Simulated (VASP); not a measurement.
# F (Fm-3m) in VASP: further runs

The runs below take F through single point, with PBE.

Everything below comes from runs of VASP 6.6.1. Logs are shortened: lines on timing, memory, paths and dates and some standing lists are left out, and cuts for length are marked.

## (1) The cell of the first run

It takes space group Fm-3m (No. 225, cubic). The conventional cell has a = 3.366 Å, b = 3.366 Å, c = 3.366 Å, α = 90.00°, β = 90.00°, γ = 90.00°. F (site symmetry m-3m) has 12 F at 2.38 Å within 3.1 Å.

## (2) Single point, PBE

File INCAR:

```
  ALGO = Normal
  EDIFF = 1E-6
  ENCUT = 520
  GGA = PE
  ISIF = 2
  ISMEAR = -1
  LASPH = True
  LCHARG = False
  LREAL = False
  LWAVE = False
  NBANDS = 10
  NELM = 60
  PREC = Accurate
  SIGMA = 0.06122561905347299
```

File KPOINTS:

```
k-points
0
Gamma
  54 54 54
```

File POSCAR:

```
F
1.0
    0.0000000000      1.6830740439      1.6830740439
    1.6830740439      0.0000000000      1.6830740439
    1.6830740439      1.6830740439      0.0000000000
F
1
Direct
    0.0000000000      0.0000000000      0.0000000000
```

Potentials or basis: VASP PAW PBE potentials, release 64 (F).

On the command line:

```
> cat potpaw_PBE.64/F/POTCAR > POTCAR
> mpirun -np 1 vasp_std > vasp.out
```

OUTCAR:

```text
EDIFF = 1E-6
   ENCUT = 520
   GGA = PE
   ISIF = 2
   ISMEAR = -1
   LASPH = True
   LREAL = False
   NELM = 60
   PREC = Accurate

 ion  position               nearest neighbor table
   1  0.000  0.000  0.000-

  LATTYP: Found a face centered cubic cell.
 ALAT       =     3.3661480878

  Lattice vectors:

 A1 = (   0.0000000000,   1.6830740439,   1.6830740439)
 A2 = (   1.6830740439,   0.0000000000,   1.6830740439)
 A3 = (   1.6830740439,   1.6830740439,   0.0000000000)

Analysis of symmetry for initial positions (statically):
=====================================================================
 Subroutine PRICEL returns:
 Original cell was already a primitive cell.

 Routine SETGRP: Setting up the symmetry group for a
 face centered cubic supercell.

 Subroutine GETGRP returns: Found 48 space group operations
 (whereof 48 operations were pure point group operations)
 out of a pool of 48 trial point group operations.

The static configuration has the point symmetry O_h .

Analysis of symmetry for dynamics (positions and initial velocities):
=====================================================================
 Subroutine PRICEL returns:
 Original cell was already a primitive cell.

 Routine SETGRP: Setting up the symmetry group for a
 face centered cubic supercell.

 Subroutine GETGRP returns: Found 48 space group operations
 (whereof 48 operations were pure point group operations)
 out of a pool of 48 trial point group operations.

The dynamic configuration has the point symmetry O_h .

 Subroutine INISYM returns: Found 48 space group operations
 (whereof 48 operations are pure point group operations),
 and found     1 'primitive' translations

----------------------------------------------------------------------------------------

                                     Primitive cell

  volume of cell :       9.5354

  direct lattice vectors                    reciprocal lattice vectors
     0.000000000  1.683074044  1.683074044    -0.297075462  0.297075462  0.297075462
     1.683074044  0.000000000  1.683074044     0.297075462 -0.297075462  0.297075462
     1.683074044  1.683074044  0.000000000     0.297075462  0.297075462 -0.297075462

  length of vectors
     2.380226139  2.380226139  2.380226139     0.514549795  0.514549795  0.514549795

  position of ions in fractional coordinates (direct lattice)
     0.000000000  0.000000000  0.000000000

  ion indices of the primitive-cell ions
   primitive index   ion index
                 1           1

----------------------------------------------------------------------------------------

 KPOINTS: k-points

Automatic generation of k-mesh.
 Grid dimensions read from file:
 generate k-points for:   54   54   54

 Generating k-lattice:

  Cartesian coordinates                     Fractional coordinates (reciprocal lattice)
    -0.005501397  0.005501397  0.005501397     0.018518519  0.000000000  0.000000000
     0.005501397 -0.005501397  0.005501397     0.000000000  0.018518519  0.000000000
     0.005501397  0.005501397 -0.005501397     0.000000000  0.000000000  0.018518519

  Length of vectors
     0.009528700  0.009528700  0.009528700

  Shift w.r.t. Gamma in fractional coordinates (k-lattice)
     0.000000000  0.000000000  0.000000000

 Subroutine IBZKPT returns following result:
 ===========================================

 Found   3864 irreducible k-points:

 Following reciprocal coordinates:
            Coordinates               Weight
  0.000000  0.000000  0.000000      1.000000
  0.018519  0.000000  0.000000      8.000000
  0.037037  0.000000  0.000000      8.000000
  0.055556  0.000000  0.000000      8.000000
  0.074074  0.000000  0.000000      8.000000
  0.092593  0.000000  0.000000      8.000000
[... 16 lines left out ...]
  0.407407  0.000000  0.000000      8.000000
  0.425926  0.000000  0.000000      8.000000
 [... further k-points ...]
   k-points           NKPTS =   3864   k-points in BZ     NKDIM =   3864   number of bands    NBANDS=     10
   number of dos      NEDOS =    301   number of ions     NIONS =      1
   total plane-waves  NPLWV =   5832
   dimension x,y,z NGX =    18 NGY =   18 NGZ =   18
   dimension x,y,z NGXF=    36 NGYF=   36 NGZF=   36
   ions per type =               1
   NGX,Y,Z   is equivalent  to a cutoff of  12.57, 12.57, 12.57 a.u.
   NGXF,Y,Z  is equivalent  to a cutoff of  25.14, 25.14, 25.14 a.u.
 SYSTEM =  unknown system
   PREC   = accura    normal or accurate (medium, high low for compatibility)
   ISTART =      0    job   : 0-new  1-cont  2-samecut
   ICHARG =      2    charge: 1-file 2-atom 10-const
   ISPIN  =      1    spin polarized calculation?
   LNONCOLLINEAR =      F non collinear calculations
   LSORBIT =      F    spin-orbit coupling
   LASPH  =      T    aspherical Exc in radial PAW
   ENCUT  =  520.0 eV  38.22 Ry    6.18 a.u.   4.43  4.43  4.43*2*pi/ulx,y,z
   NELM   =     60;   NELMIN=  2; NELMDL= -5     # of ELM steps
   EDIFF  = 0.1E-05   stopping-criterion for ELM
   LREAL  =      F    real-space projection
[... 7 lines left out ...]
   TEBEG  =    0.0;   TEEND  =   0.0 temperature during run
   PSTRESS=    0.0 pullay stress
   NELECT =       7.0000    total number of electrons
   NUPDOWN=      -1.0000    fix difference up-down
   EMIN   =  10.00;   EMAX   =-10.00  energy-range for DOS
   EFERMI =   0.00;   METHOD = LEGACY
   ISMEAR =    -1;   SIGMA  =   0.06  broadening in eV -4-tet -1-fermi 0-gaus
   EFERMI_NEDOS =   21; number of points for ismear=-14 and -15
   IALGO  =     38    algorithm
   IMIX   =      4    mixing-type and parameters
     AMIX     =   0.40;   BMIX     =  1.00
     AMIX_MAG =   1.60;   BMIX_MAG =  1.00
  volume/ion in A,a.u.               =       9.54        64.35
  Fermi-wavevector in a.u.,A,eV,Ry     =   1.476820  2.790786 29.674278  2.180998
  Thomas-Fermi vector in A             =   2.591300
   LORBIT       =      0    0 simple, 1 ext, 2 COOP (PROOUT), +10 PAW based schemes
   GGA     = PE    functional components
   LHFCALC =     F    Hartree Fock is set to
   AEXX    =    0.0000 exact exchange contribution
   IVDW    =     0    specifies the selected vdW correction
   LEPSILON=     F    determine dielectric tensor
   LRPA    =     F    only Hartree local field effects (RPA)
 non-spin polarized calculation
  energy-cutoff  :      520.00
  volume of cell :        9.54
 maximum number of plane-waves:       271
 NGX is ok and might be reduce to    18
   NGX =  9   NGY =  9   NGZ =  9

 number of electron       7.0000012 magnetization

 Free energy of the ion-electron system (eV)
  ---------------------------------------------------
  ext. energy  EPLUGINS =         0.00000000
  ---------------------------------------------------
  free energy    TOTEN  =        -0.77805299 eV

  energy without entropy =       -0.74693071  energy(sigma->0) =       -0.76249185

 E-fermi :  -2.9703     XC(G=0): -10.6382

 val. band max:       -2.9706181537   @ k =   0.5000   0.1296   0.0185
 cond. band min:      -2.9699993321   @ k =  -0.1296   0.1481   0.0556
 fundamental gap:      0.0006188217
 Fermi energy:        -2.9702960531

 k-point     1 :       0.0000    0.0000    0.0000
  band No.  band energies     occupation
      1     -24.9863      2.00000
      2      -2.3837      0.00014
      3      -2.3837      0.00014
      4      -2.3837      0.00014
      5      11.3389      0.00000
      6      32.9578      0.00000
      7      32.9578      0.00000
      8      32.9578      0.00000
      9      37.0661      0.00000
     10      43.5403      0.00000

 k-point     2 :       0.0185    0.0000    0.0000
  band No.  band energies     occupation
      1     -24.9811      2.00000
      2      -2.4025      0.00019
      3      -2.3853      0.00014
      4      -2.3853      0.00014
      5      11.3592      0.00000
      6      32.7818      0.00000
      7      32.9654      0.00000
      8      32.9654      0.00000
      9      37.2460      0.00000
     10      42.9465      0.00000

 k-point     3 :       0.0370    0.0000    0.0000
  band No.  band energies     occupation
      1     -24.9654      2.00000
      2      -2.4585      0.00047
      3      -2.3899      0.00015
      4      -2.3899      0.00015
      5      11.4195      0.00000
      6      32.3280      0.00000
      7      32.9876      0.00000
      8      32.9876      0.00000
      9      37.7052      0.00000
     10      42.3026      0.00000

 k-point     4 :       0.0556    0.0000    0.0000
  band No.  band energies     occupation
      1     -24.9399      2.00000
      2      -2.5505      0.00210
      3      -2.3977      0.00017
      4      -2.3977      0.00017
      5      11.5186      0.00000
      6      31.7211      0.00000
      7      33.0222      0.00000
      8      33.0222      0.00000
      9      38.2954      0.00000
     10      41.6957      0.00000
[... 222 lines left out ...]
 k-point    22 :       0.3889    0.0000    0.0000
  band No.  band energies     occupation
      1     -23.4174      2.00000
      2      -6.6936      2.00000
      3      -2.7763      0.08073
      4      -2.7763      0.08073
      5      16.6835      0.00000
      6      21.2539      0.00000
      7      31.2177      0.00000
      8      31.2177      0.00000
      9      35.6491      0.00000
     10      42.8669      0.00000

 k-point    23 :       0.4074    0.0000    0.0000
  band No.  band energies     occupation
      1     -23.3449      2.00000
      2      -6.8530      2.00000
      3      -2.7910      0.10158
      4      -2.7910      0.10158
      5      17.0007      0.00000
      6      20.8700      0.00000
      7      31.0866      0.00000
      8      31.0866      0.00000
      9      35.5763      0.00000
     10      43.3728      0.00000

 k-point    24 :       0.4259    0.0000    0.0000
  band No.  band energies     occupation
      1     -23.2831      2.00000
      2      -6.9865      2.00000
      3      -2.8033      0.12277
      4      -2.8033      0.12277
      5      17.3085      0.00000
      6      20.5113      0.00000
      7      30.9774      0.00000
      8      30.9774      0.00000
      9      35.5221      0.00000
     10      43.8528      0.00000

 [... further k-points ...]

------------------------ aborting loop because EDIFF is reached ----------------------------------------

  FORCE on cell =-STRESS in cart. coord.  units (eV):
  Direction    XX          YY          ZZ          XY          YZ          ZX
  --------------------------------------------------------------------------------------
  -------------------------------------------------------------------------------------
  Total        0.1831615      0.1831615      0.1831615      0.0000000      0.0000000     -0.0000000
  in kB       30.7754937     30.7754937     30.7754937      0.0000000      0.0000000     -0.0000000
  external PRESSURE =      30.7754937 kB  Pullay stress =       0.0000000 kB

 VOLUME and BASIS-vectors are now :
 -----------------------------------------------------------------------------
  energy-cutoff  :      520.00
  volume of cell :        9.54
      direct lattice vectors                 reciprocal lattice vectors
     0.000000000  1.683074044  1.683074044    -0.297075462  0.297075462  0.297075462
     1.683074044  0.000000000  1.683074044     0.297075462 -0.297075462  0.297075462
     1.683074044  1.683074044  0.000000000     0.297075462  0.297075462 -0.297075462

 POSITION                                       TOTAL-FORCE (eV/Angst)
 -----------------------------------------------------------------------------------
      0.00000      0.00000      0.00000        -0.000000     -0.000000     -0.000000
 -----------------------------------------------------------------------------------
    total drift:                                0.000000     -0.000000     -0.000000

  FREE ENERGIE OF THE ION-ELECTRON SYSTEM (eV)
  ---------------------------------------------------
  free  energy   TOTEN  =        -0.7780529944 eV

  energy  without entropy=       -0.7469307092  energy(sigma->0) =       -0.76249185
```

Wall time 2.4 min (1 thread of Intel Xeon Platinum 8488C (Sapphire Rapids), shared host); peak memory 0.39 GiB.

Results:

```
Free energy            : -0.7781 eV
Pressure               : 3.1 GPa
Band gap on the k mesh : zero (an odd number of electrons rules out a gap without spin polarisation)
```

Levels at points of the mesh, in eV from the Fermi level:
```csv
k point,band 2,band 3,band 4,band 5,band 6,band 7
"(0.00, 0.00, 0.00)",0.59,0.59,0.59,14.31,35.93,35.93
"(0.50, 0.00, 0.00)",-4.26,0.14,0.14,21.10,22.56,33.75
"(0.50, 0.50, 0.00)",-3.66,-0.83,-0.83,19.25,24.64,26.23
```

Caveat: the cell stands under pressure; the atoms stand far beyond bonding distance, and open shells without spin polarisation read as a metal; an odd number of electrons without spin polarisation forces a metal; a magnetic or distorted state may lie lower.

(Continued in part 2 of 2.)
